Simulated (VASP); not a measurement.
# H3Pt2 (P-3m1) in VASP: notebook, part 2 of 2

VASP 6.6.1. The steps go on from the part before.

## (4) Relaxation of cell and atoms, PBE

INCAR reads:

```
SYSTEM = H3Pt2
PREC = Accurate
ENCUT = 600
EDIFF = 1E-6
ISMEAR = 0
SIGMA = 0.1
LREAL = .FALSE.
LASPH = .TRUE.
NELM = 100
ALGO = Normal
ISIF = 3
LWAVE = .FALSE.
LCHARG = .FALSE.
GGA = PE
IBRION = 2
NSW = 90
EDIFFG = -0.04
```

KPOINTS reads:

```
Automatic mesh
0
G
  6 6 4
  0 0 0
```

POSCAR reads:

```
H3Pt2
1.0
    3.7438247800      0.0000000000      0.0000000000
   -1.8719123900      3.2422473700      0.0000000000
    0.0000000000      0.0000000000      4.5680130100
H Pt
3 2
Direct
    0.0000000000      0.0000000000      0.0000000000
    0.3333333300      0.6666666700      0.3499253400
    0.6666666700      0.3333333300      0.6500746600
    0.3333333300      0.6666666700      0.8395121100
    0.6666666700      0.3333333300      0.1604878900
```

Potentials or basis: VASP PAW PBE potentials, release 64 (H, Pt).

Run with:

```console
$ cat potpaw_PBE.64/H/POTCAR potpaw_PBE.64/Pt/POTCAR > POTCAR
$ mpirun -np 1 vasp_std > vasp.out
```

OUTCAR:

```text
SYSTEM = H3Pt2
   PREC = Accurate
   ENCUT = 600
   EDIFF = 1E-6
   ISMEAR = 0
   LREAL = .FALSE.
   LASPH = .TRUE.
   NELM = 100
   ISIF = 3
   GGA = PE
   IBRION = 2
   NSW = 90
   EDIFFG = -0.04

 ion  position               nearest neighbor table
   1  0.000  0.000  0.000-
   2  0.333  0.667  0.350-
   3  0.667  0.333  0.650-
   4  0.333  0.667  0.840-   5 2.61   5 2.61   5 2.61
   5  0.667  0.333  0.160-   4 2.61   4 2.61   4 2.61

  LATTYP: Found a hexagonal cell.
 ALAT       =     3.7438247800
 C/A-ratio  =     1.2201460481

  Lattice vectors:

 A1 = (   3.7438247800,   0.0000000000,   0.0000000000)
 A2 = (  -1.8719123900,   3.2422473700,   0.0000000000)
 A3 = (   0.0000000000,   0.0000000000,   4.5680130100)

Analysis of symmetry for initial positions (statically):
=====================================================================
 Subroutine PRICEL returns:
 Original cell was already a primitive cell.

 Routine SETGRP: Setting up the symmetry group for a
 hexagonal supercell.

 Subroutine GETGRP returns: Found 12 space group operations
 (whereof 12 operations were pure point group operations)
 out of a pool of 24 trial point group operations.

The static configuration has the point symmetry D_3d.

Analysis of symmetry for dynamics (positions and initial velocities):
=====================================================================
 Subroutine PRICEL returns:
 Original cell was already a primitive cell.

 Routine SETGRP: Setting up the symmetry group for a
 hexagonal supercell.

 Subroutine GETGRP returns: Found 12 space group operations
 (whereof 12 operations were pure point group operations)
 out of a pool of 24 trial point group operations.

The dynamic configuration has the point symmetry D_3d.

 Subroutine INISYM returns: Found 12 space group operations
 (whereof 12 operations are pure point group operations),
 and found     1 'primitive' translations

[... 149 lines left out ...]
  energy without entropy =      -18.37340231  energy(sigma->0) =      -18.38403461

------------------------ aborting loop because EDIFF is reached ----------------------------------------

  FORCE on cell =-STRESS in cart. coord.  units (eV):
  Direction    XX          YY          ZZ          XY          YZ          ZX
  --------------------------------------------------------------------------------------
  -------------------------------------------------------------------------------------
  Total       -3.0779649     -3.0779649     -5.1495510     -0.0000000      0.0000000      0.0000000
  in kB      -88.9375675    -88.9375677   -148.7958953     -0.0000000      0.0000000      0.0000000
  external PRESSURE =    -108.8903435 kB  Pullay stress =       0.0000000 kB
[... 65 lines left out ...]
--------------------------------------- Ionic step        3  -------------------------------------------

 number of electron      23.0000002 magnetization

 E-fermi :  11.6357     XC(G=0): -13.3896

 val. band max:       11.5825166162   @ k =   0.3333   0.1667   0.2500
 cond. band min:      11.6742812508   @ k =   0.3333   0.3333   0.2500
 fundamental gap:      0.0917646346
 Fermi energy:        11.6356714979

 k-point     1 :       0.0000    0.0000    0.0000
  band No.  band energies     occupation
      1      -2.5561      2.00000
      2      -0.3406      2.00000
      3       5.5348      2.00000
      4       5.5348      2.00000
      5       6.3477      2.00000
      6       6.3477      2.00000
      7       6.7363      2.00000
      8       8.4440      2.00000
      9       8.4440      2.00000
     10      10.0605      2.00000
     11      10.3629      2.00000
     12      10.3629      2.00000
     13      18.2094      0.00000
     14      19.0085      0.00000
[... 445 lines left out ...]
  FREE ENERGIE OF THE ION-ELECTRON SYSTEM (eV)
  ---------------------------------------------------
  free  energy   TOTEN  =       -15.7799944007 eV

  energy  without entropy=      -15.7707933339  energy(sigma->0) =      -15.77539387

[... ionic steps 4 to 40 ...]

--------------------------------------- Ionic step       41  -------------------------------------------

 number of electron      23.0000006 magnetization

------------------------ aborting loop because EDIFF is reached ----------------------------------------
[... 73 lines left out ...]
--------------------------------------- Ionic step       43  -------------------------------------------

 number of electron      22.9999990 magnetization

 Free energy of the ion-electron system (eV)
  ---------------------------------------------------
  ext. energy  EPLUGINS =         0.00000000
  ---------------------------------------------------
  free energy    TOTEN  =       -21.40535196 eV

  energy without entropy =      -21.38696023  energy(sigma->0) =      -21.39615609

 E-fermi :   6.6906     XC(G=0): -11.3105

 val. band max:        6.6901167148   @ k =   0.3333   0.1667   0.5000
 cond. band min:       6.7125221883   @ k =   0.1667  -0.0000   0.5000
 fundamental gap:      0.0224054735
 Fermi energy:         6.6905921198

 k-point     1 :       0.0000    0.0000    0.0000
  band No.  band energies     occupation
      1      -4.6977      2.00000
      2      -2.8369      2.00000
      3       0.2393      2.00000
      4       2.3635      2.00000
      5       2.7810      2.00000
      6       2.7810      2.00000
      7       2.9152      2.00000
      8       2.9152      2.00000
      9       3.5957      2.00000
     10       4.9980      2.00000
     11       4.9980      2.00000
     12       5.3639      2.00000
     13       5.3639      2.00000
     14      10.8357      0.00000
[... 445 lines left out ...]
  FREE ENERGIE OF THE ION-ELECTRON SYSTEM (eV)
  ---------------------------------------------------
  free  energy   TOTEN  =       -21.4053519573 eV

  energy  without entropy=      -21.3869602261  energy(sigma->0) =      -21.39615609

 reached required accuracy - stopping structural energy minimisation
```

OSZICAR:

```text
N       E                     dE             d eps       ncg     rms          rms(c)
DAV:   1     0.112460819258E+03    0.11246E+03   -0.11589E+04   720   0.151E+03
DAV:   2    -0.152073412807E+02   -0.12767E+03   -0.12369E+03   888   0.263E+02
DAV:   3    -0.189929660784E+02   -0.37856E+01   -0.36632E+01   868   0.440E+01
[... 398 lines left out ...]
DAV:   3    -0.214065895355E+02    0.54638E-02   -0.11529E-02   896   0.784E-01    0.188E-01
DAV:   4    -0.214053671939E+02    0.12223E-02   -0.25884E-03   846   0.373E-01    0.744E-02
DAV:   5    -0.214053408789E+02    0.26315E-04   -0.23017E-04   904   0.100E-01    0.393E-02
DAV:   6    -0.214053512266E+02   -0.10348E-04   -0.19620E-05   804   0.371E-02    0.535E-03
DAV:   7    -0.214053519573E+02   -0.73068E-06   -0.21629E-06   688   0.109E-02
  43 F= -.21405352E+02 E0= -.21396156E+02  d E =-.523560E-02
```

Run time: 5.3 min. Hardware: 1 thread of Intel Xeon 6975P-C (Granite Rapids), shared host; peak memory 0.21 GiB.

What came out:

* Free energy: -21.4054 eV
* Relaxed volume: 9.69 Å³/atom
* Relaxed cell: a = 2.820 Å, b = 2.820 Å, c = 7.034 Å, α = 90.00°, β = 90.00°, γ = 120.00°
* Space group after relaxing (to 0.1 Å): P-3m1 (No. 164)
* Pressure after relaxing: 0.4 GPa
* Largest force after relaxing: 0.037 eV/Å
* Band gap on the k mesh: zero (an odd number of electrons rules out a gap without spin polarisation)

Forces on the atoms (eV/Å):
```
H    0.000  0.000  0.000
H    0.000  0.000 -0.031
H    0.000  0.000  0.031
Pt   0.000  0.000 -0.037
Pt   0.000  0.000  0.037
```

Final structure:
```cif
data_structure
_symmetry_space_group_name_H-M 'P 1'
_symmetry_Int_Tables_number 1
_cell_length_a 2.8204
_cell_length_b 2.8204
_cell_length_c 7.0339
_cell_angle_alpha 90.000
_cell_angle_beta 90.000
_cell_angle_gamma 120.000
_cell_volume 48.46
loop_
_atom_site_label
_atom_site_type_symbol
_atom_site_fract_x
_atom_site_fract_y
_atom_site_fract_z
_atom_site_occupancy
H1 H 0.00000 0.00000 0.00000 1
H2 H 0.33333 0.66667 0.32723 1
H3 H 0.66667 0.33333 0.67277 1
Pt1 Pt 0.33333 0.66667 0.80100 1
Pt2 Pt 0.66667 0.33333 0.19900 1
```

Levels at points of the mesh, in eV from the Fermi level:
| k point | band 10 | band 11 | band 12 | band 13 | band 14 | band 15 |
| --- | --- | --- | --- | --- | --- | --- |
| (0.00, 0.00, 0.00) | -1.69 | -1.69 | -1.33 | -1.33 | 4.15 | 6.82 |
| (0.50, 0.00, 0.00) | -0.41 | -0.36 | -0.18 | 3.46 | 3.79 | 3.99 |
| (0.00, 0.00, 0.50) | -1.68 | -1.68 | -1.34 | -1.34 | 3.61 | 8.48 |
| (0.50, 0.00, 0.50) | -0.41 | -0.41 | -0.36 | 3.20 | 3.92 | 4.54 |

Caveat: a cell axis changed by over 15 % at a fixed basis, so the end point is rough; spin-orbit coupling is left out, which moves the levels of the heavy elements.

## (5) Single point, PBE

This run uses another cell than the first one, of 11.04 Å³/atom.

INCAR reads:

```
  ALGO = Normal
  EDIFF = 1E-7
  ENCUT = 520
  GGA = PE
  ISIF = 2
  ISMEAR = 0
  LASPH = True
  LCHARG = False
  LREAL = False
  LWAVE = False
  NBANDS = 20
  NELM = 80
  PREC = Accurate
  SIGMA = 0.1
```

KPOINTS reads:

```
k-points
0
Gamma
  18 18 6
```

POSCAR reads:

```
H3Pt2
1.0
    2.8384289831      0.0000000000      0.0000000000
   -1.4192144915      2.4581516062      0.0000000000
    0.0000000000      0.0000000000      7.9113288040
H Pt
3 2
Direct
    0.0000000000      0.0000000000      0.0000000000
    0.3333333333      0.6666666667      0.2850786107
    0.6666666667      0.3333333333      0.7149213893
    0.3333333333      0.6666666667      0.8254578185
    0.6666666667      0.3333333333      0.1745421815
```

Run with:

```console
$ cat potpaw_PBE.64/H/POTCAR potpaw_PBE.64/Pt/POTCAR > POTCAR
$ mpirun -np 1 vasp_std > vasp.out
```

Wall time 84 s (1 thread of Intel Xeon 6975P-C (Granite Rapids), shared host); peak memory 0.32 GiB.

Results (log left out):

```
Free energy            : -21.5158 eV
Pressure               : -0.2 GPa
Largest force          : 0.010 eV/Å
Band gap on the k mesh : zero (an odd number of electrons rules out a gap without spin polarisation)
```

Forces in eV/Å, atoms in the order of the input:
```
H    0.000  0.000  0.000
H    0.000  0.000  0.005
H    0.000  0.000 -0.005
Pt   0.000  0.000  0.010
Pt   0.000  0.000 -0.010
```

Stress tensor (GPa, compression positive):
```
-0.25  0.00  0.00
 0.00 -0.25  0.00
 0.00  0.00 -0.14
```

Levels at points of the mesh, in eV from the Fermi level:
```csv
k point,band 8,band 9,band 10,band 11,band 12,band 13,band 14,band 15,band 16,band 17
"(0.00, 0.00, 0.00)",-3.64,-3.40,-1.66,-1.66,-1.26,-1.26,4.35,5.45,10.45,11.26
"(0.50, 0.00, 0.00)",-1.74,-1.52,-0.37,-0.31,-0.15,3.60,3.82,4.03,5.43,8.95
"(0.00, 0.00, 0.50)",-3.64,-3.30,-1.66,-1.66,-1.26,-1.26,3.77,6.58,8.75,11.04
"(0.50, 0.00, 0.50)",-1.74,-1.57,-0.37,-0.31,-0.20,3.40,3.89,4.34,5.68,8.86
```

Caveat: spin-orbit coupling is left out, which moves the levels of the heavy elements.

## (6) Relaxation of cell and atoms, PBE

This run uses another cell than the first one, of 10.90 Å³/atom.

INCAR reads:

```
SYSTEM = H3Pt2
PREC = Accurate
ENCUT = 600
EDIFF = 1E-6
ISMEAR = 0
SIGMA = 0.1
LREAL = .FALSE.
LASPH = .TRUE.
NELM = 80
ALGO = Normal
ISIF = 3
LWAVE = .FALSE.
LCHARG = .FALSE.
GGA = PE
IBRION = 2
NSW = 100
EDIFFG = -0.01
```

KPOINTS reads:

```
regular mesh
0
G
  18 18 6
  0 0 0
```

POSCAR reads:

```
H3Pt2
1.0
    2.8168682006      0.0000000000      0.0000000000
   -1.4084341003      2.4394794208      0.0000000000
    0.0000000000      0.0000000000      7.9313424870
H Pt
3 2
Direct
    0.0000000000      0.0000000000      0.0000000000
    0.3333333333      0.6666666667      0.2921355360
    0.6666666667      0.3333333333      0.7078644640
    0.3333333333      0.6666666667      0.8213813284
    0.6666666667      0.3333333333      0.1786186716
```

Potentials or basis: VASP PAW PBE potentials, release 64 (H, Pt).

Run with:

```console
$ cat potpaw_PBE.64/H/POTCAR potpaw_PBE.64/Pt/POTCAR > POTCAR
$ mpirun -np 1 vasp_std > vasp.out
```

OUTCAR:

```text
SYSTEM = H3Pt2
   PREC = Accurate
   ENCUT = 600
   EDIFF = 1E-6
   ISMEAR = 0
   LREAL = .FALSE.
   LASPH = .TRUE.
   NELM = 80
   ISIF = 3
   GGA = PE
   IBRION = 2
   NSW = 100
   EDIFFG = -0.01

 ion  position               nearest neighbor table
   1  0.000  0.000  0.000-   4 2.16   5 2.16   4 2.16   5 2.16   5 2.16   4 2.16
   2  0.333  0.667  0.292-   5 1.86   5 1.86   5 1.86
   3  0.667  0.333  0.708-   4 1.86   4 1.86   4 1.86
   4  0.333  0.667  0.821-   3 1.86   3 1.86   3 1.86   1 2.16   1 2.16   1 2.16   5 3.27   5 3.27
                             5 3.27
   5  0.667  0.333  0.179-   2 1.86   2 1.86   2 1.86   1 2.16   1 2.16   1 2.16   4 3.27   4 3.27
                             4 3.27

  LATTYP: Found a hexagonal cell.
 ALAT       =     2.8168682006
 C/A-ratio  =     2.8156597761

  Lattice vectors:

 A1 = (   2.8168682006,   0.0000000000,   0.0000000000)
[... 511 lines left out ...]
 fundamental gap:      0.0218038127
 Fermi energy:         5.3705847548

 k-point     1 :       0.0000    0.0000    0.0000
  band No.  band energies     occupation
      1      -5.8803      2.00000
      2      -4.1364      2.00000
      3      -0.8091      2.00000
      4       1.5773      2.00000
      5       1.5773      2.00000
      6       1.6004      2.00000
      7       1.7288      2.00000
      8       1.7288      2.00000
      9       2.0026      2.00000
     10       3.7123      2.00000
     11       3.7123      2.00000
     12       4.1121      2.00000
     13       4.1121      2.00000
     14       9.7395      0.00000
[... 401 lines left out ...]
      2      -2.1576      2.00000
      3      -0.8639      2.00000
      4       0.2804      2.00000
      5       0.6518      2.00000
      6       2.1434      2.00000
      7       2.6045      2.00000
      8       3.2593      2.00000
      9       3.7361      2.00000
     10       4.1564      2.00000
     11       5.1778      1.99361
     12       6.1377      0.00000
     13       8.6343      0.00000
     14       9.5952      0.00000
     15      10.0826      0.00000

 [... further k-points ...]
[... 5 lines left out ...]
  --------------------------------------------------------------------------------------
  -------------------------------------------------------------------------------------
  Total       -0.0103112     -0.0103112      0.0113760     -0.0000000      0.0000000      0.0000000
  in kB       -0.3046734     -0.3046734      0.3361365     -0.0000000      0.0000000      0.0000000
  external PRESSURE =      -0.0910701 kB  Pullay stress =       0.0000000 kB
[... 20 lines left out ...]
  FREE ENERGIE OF THE ION-ELECTRON SYSTEM (eV)
  ---------------------------------------------------
  free  energy   TOTEN  =       -21.5167024220 eV

  energy  without entropy=      -21.5111661596  energy(sigma->0) =      -21.51393429

 reached required accuracy - stopping structural energy minimisation
```

Run time: 4.4 min. Hardware: 1 thread of Intel Xeon 6975P-C (Granite Rapids), shared host; peak memory 0.35 GiB.

Results:

| Property | Result |
| --- | --- |
| Free energy | -21.5167 eV |
| Relaxed volume | 10.84 Å³/atom |
| Relaxed cell | a = 2.837 Å, b = 2.837 Å, c = 7.777 Å, α = 90.00°, β = 90.00°, γ = 120.00° |
| Space group after relaxing (to 0.1 Å) | P-3m1 (No. 164) |
| Energy gained by relaxing | 2.0 meV/atom |
| Ionic steps | 9 |
| Pressure after relaxing | 0.0 GPa |
| Band gap on the k mesh | zero (an odd number of electrons rules out a gap without spin polarisation) |

Forces on the atoms (eV/Å):
```
H    0.000  0.000  0.000
H    0.000  0.000 -0.002
H    0.000  0.000  0.002
Pt   0.000  0.000 -0.003
Pt   0.000  0.000  0.003
```

The path:
```
step  energy change (eV)  largest force (eV/Å)  pressure (GPa)  volume (Å³)
   1              0.0000                0.0741            0.38        54.50
   2             -0.0051                0.0867           -0.66        54.70
   3             -0.0059                0.0984           -1.27        54.82
   4             -0.0091                0.0483           -0.53        54.47
   5             -0.0098                0.0189            0.06        54.19
   6             -0.0098                0.0165            0.00        54.22
   7             -0.0098                0.0178            0.03        54.21
   8             -0.0098                0.0107            0.01        54.22
   9             -0.0098                0.0027           -0.01        54.22
```

Final structure:
```
H Pt
1.0
     2.83731    0.00000    0.00000
    -1.41866    2.45718    0.00000
     0.00000    0.00000    7.77750
H Pt
3 2
Cartesian
  0.0000 0.0000 0.0000
  0.0000 1.6381 2.2571
  1.4187 0.8191 5.5204
  0.0000 1.6381 6.3976
  1.4187 0.8191 1.3799
```

Caveat: spin-orbit coupling is left out, which moves the levels of the heavy elements.

## (7) Overview

| task | cell | k mesh | cutoff (eV) | gap on the mesh (eV) | pressure (GPa) | relaxed volume (Å³/atom) | largest force (eV/Å) |
| --- | --- | --- | --- | --- | --- | --- | --- |
| single point | a = 3.744, b = 3.744, c = 4.568 Å, angles 90.0, 90.0, 120.0°, 5 atoms, atomic positions A | 6 × 6 × 4 | 520 | none | -11.0 | - | 2.80 |
| single point | a = 2.817, b = 2.817, c = 7.931 Å, angles 90.0, 90.0, 120.0°, 5 atoms, atomic positions B | 6 × 6 × 4 | 520 | none | -0.1 | - | 0.01 |
| relaxation of cell and atoms | relaxed from a = 3.744, b = 3.744, c = 4.568 Å, angles 90.0, 90.0, 120.0°, 5 atoms, atomic positions A | 6 × 6 × 4 | 600 | none | 0.4 | 9.69 | 0.04 |
| single point | a = 2.838, b = 2.838, c = 7.911 Å, angles 90.0, 90.0, 120.0°, 5 atoms, atomic positions C | 18 × 18 × 6 | 520 | none | -0.2 | - | 0.01 |
| relaxation of cell and atoms | relaxed from a = 2.817, b = 2.817, c = 7.931 Å, angles 90.0, 90.0, 120.0°, 5 atoms, atomic positions B | 18 × 18 × 6 | 600 | none | 0.0 | 10.84 | - |

Alike in all rows: level PBE; potentials or basis VASP PAW PBE potentials, release 64 (H, Pt); no spin polarisation; smearing gaussian 0.1 eV.

Caveats: some runs use coarse meshes; spin-orbit coupling is left out, which moves the levels of the heavy elements; the cell stands under tension (at least some runs); forces of over 1 eV/Å act on the atoms, so gaps and moduli don't describe the material at rest (at least some runs); a cell axis changed by over 15 % at a fixed basis, so the end point is rough (at least some runs).

Total energies depend on the potentials used, so only differences within one code and one set of settings carry meaning.
